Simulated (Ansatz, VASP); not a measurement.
Two plane-wave programs on LaTe4

```
La Te
1.0
     0.00000    4.52261    4.52261
     4.52261    0.00000    4.52261
     4.52261    4.52261    0.00000
La Te
1 4
Direct
  0.50000 0.50000 0.50000
  0.14442 0.14442 0.14442
  0.14442 0.14442 0.56673
  0.14442 0.56673 0.14442
  0.56673 0.14442 0.14442
```

Alike in both runs: task single point; functional PBE; k mesh 4 × 4 × 4; occupations gaussian, width 0.1 eV; no spin polarisation.

|  | VASP | Ansatz |
| --- | --- | --- |
| version | VASP 6.6.1 | Ansatz 0.2.0 |
| potentials or method | VASP PAW PBE potentials, release 64 (La, Te), cutoff 520 eV | scalar-relativistic, plane waves, PAW |
| valence electrons in the cell | 35 | 75 |

VASP gave:

```
gap on the k mesh at the Fermi level (eV) : none
pressure (GPa)                            : 11.2
rms of the force components (eV/Å)        : 4.136
```

Question: Which values does Ansatz return?

Answer: gap on the k mesh at the Fermi level (eV): none; pressure (GPa): 11.0; rms of the force components (eV/Å): 4.082.

Atom by atom the forces differ by 0.055 eV/Å (rms over components). A gap of «none» marks a metal or a gap that the smearing closes. VASP's potentials hold 35 valence electrons a cell and Ansatz's 75, so a difference there can come from the potentials and not from the codes.

Spin-orbit coupling is off throughout.
